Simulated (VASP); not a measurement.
A run of VASP 6.6.1 is set up as follows.

Contents of POSCAR:

```
Ti
1.0
   -1.5446001272      1.5446001272      1.5446001272
    1.5446001272     -1.5446001272      1.5446001272
    1.5446001272      1.5446001272     -1.5446001272
Ti
1
Direct
    0.0000000000      0.0000000000      0.0000000000
```

Contents of INCAR.step1:

```
PREC = Accurate
ENCUT = 520
ISMEAR = 0
SIGMA = 0.15
LREAL = False
LASPH = True
NELM = 100
NBANDS = 12
GGA = PE
ALGO = Normal
EDIFF = 1E-4
LWAVE = True
LCHARG = False
```

Contents of INCAR.step2:

```
PREC = Accurate
ENCUT = 520
EDIFF = 1E-6
ISMEAR = 0
SIGMA = 0.15
LREAL = False
LASPH = True
NELM = 100
ALGO = Normal
ISIF = 2
LWAVE = False
LCHARG = False
METAGGA = R2SCAN
LMIXTAU = True
NBANDS = 12
ISTART = 1
```

Contents of KPOINTS:

```
regular mesh
0
Gamma
  26 26 26
```

Potentials or basis: VASP PAW PBE potentials, release 64 (Ti_sv).

Run with:

```bash
$ cat potpaw_PBE.64/Ti_sv/POTCAR > POTCAR
$ cp INCAR.step1 INCAR
$ mpirun -np 1 vasp_std > vasp.out
$ cp INCAR.step2 INCAR
$ mpirun -np 1 vasp_std > vasp.out
```

What does it give for the band gap on the k mesh?

Zero (band 6 reaches 11.26 eV, above the bottom of band 7 at 9.15 eV).

Estimate the pressure.

22.6 GPa.

Caveat: the cell differs from its parent crystal (strain -0.050 along x and y, -0.050 along z); the PAW data sets were made with another functional, which shifts forces and pressure a little.
